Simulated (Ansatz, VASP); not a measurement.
**Two plane-wave programs on MoS2**

Contents of INCAR:

```
SYSTEM = MoS2
PREC     = Accurate       ! precision mode
ENCUT    = 520            ! plane-wave cutoff, eV
EDIFF    = 1E-6           ! SCF threshold, eV
ISMEAR   = 1              ! smearing method
SIGMA    = 0.2            ! smearing width, eV
LREAL    = .FALSE.        ! projectors in reciprocal space
LASPH    = .TRUE.         ! aspherical terms in the spheres
NELM     = 100            ! most SCF steps
ALGO     = Normal         ! electronic algorithm
ISIF     = 2              ! what is computed and relaxed
LWAVE    = .FALSE.        ! write WAVECAR
LCHARG   = .FALSE.        ! write CHGCAR
GGA      = PS             ! functional
NBANDS   = 35             ! bands
```

KPOINTS

```
regular mesh
0
G
  12 12 4
  0 0 0
```

Contents of POSCAR:

```
MoS2
1.0
    2.9908817995      0.0000000000      0.0000000000
   -1.4954408998      2.5901796181      0.0000000000
    0.0000000000      0.0000000000     12.8706616479
Mo S
2 4
Direct
    0.3333333333      0.6666666667      0.2500000000
    0.6666666667      0.3333333333      0.7500000000
    0.3333333333      0.6666666667      0.6259932117
    0.6666666667      0.3333333333      0.1259932117
    0.3333333333      0.6666666667      0.8740067883
    0.6666666667      0.3333333333      0.3740067883
```

Input for Ansatz:

```yaml
crystal:
  lattice:
    - [2.9908817995, 0.0, 0.0]
    - [-1.4954408998, 2.5901796181, 0.0]
    - [0.0, 0.0, 12.8706616479]
  atoms:
    - { symbol: Mo, position: [0.3333333333, 0.6666666667, 0.25] }
    - { symbol: Mo, position: [0.6666666667, 0.3333333333, 0.75] }
    - { symbol: S, position: [0.3333333333, 0.6666666667, 0.6259932117] }
    - { symbol: S, position: [0.6666666667, 0.3333333333, 0.1259932117] }
    - { symbol: S, position: [0.3333333333, 0.6666666667, 0.8740067883] }
    - { symbol: S, position: [0.6666666667, 0.3333333333, 0.3740067883] }
basis:
  ecutwfc: 420
kpoints:
  mp_grid: { grid: [12, 12, 4] }
hamiltonian:
  xc: pbesol
scf:
  occupations: { method: cold, width: 0.2 }
output:
  forces: true
  stress: true
  eigenvalues: true
```

Alike in both runs: task single point; functional PBEsol; k mesh 12 × 12 × 4; no spin polarisation.

|  | VASP | Ansatz |
| --- | --- | --- |
| version | VASP 6.6.1 | Ansatz 0.2.0 |
| potentials or method | VASP PAW PBE potentials, release 64 (Mo_sv, S), cutoff 520 eV | scalar-relativistic, plane waves, PAW |
| occupations | methfessel-paxton of order 1, width 0.2 eV | cold, width 0.2 eV |
| valence electrons in the cell | 52 | 52 |

Ansatz gave:

| Property | Result |
| --- | --- |
| pressure (GPa) | 12.8 |
| traceless stress, the component that is largest in VASP (GPa) | -8.81 |
| rms of the force components (eV/Å) | 0.186 |

**Question.** What did VASP give for the same quantities?

**Answer.** Pressure (GPa): 12.7; traceless stress, the component that is largest in VASP (GPa): -8.91; rms of the force components (eV/Å): 0.184.

VASP's potentials were made for PBE, not for PBEsol. Atom by atom the forces differ by 0.002 eV/Å (rms over components).
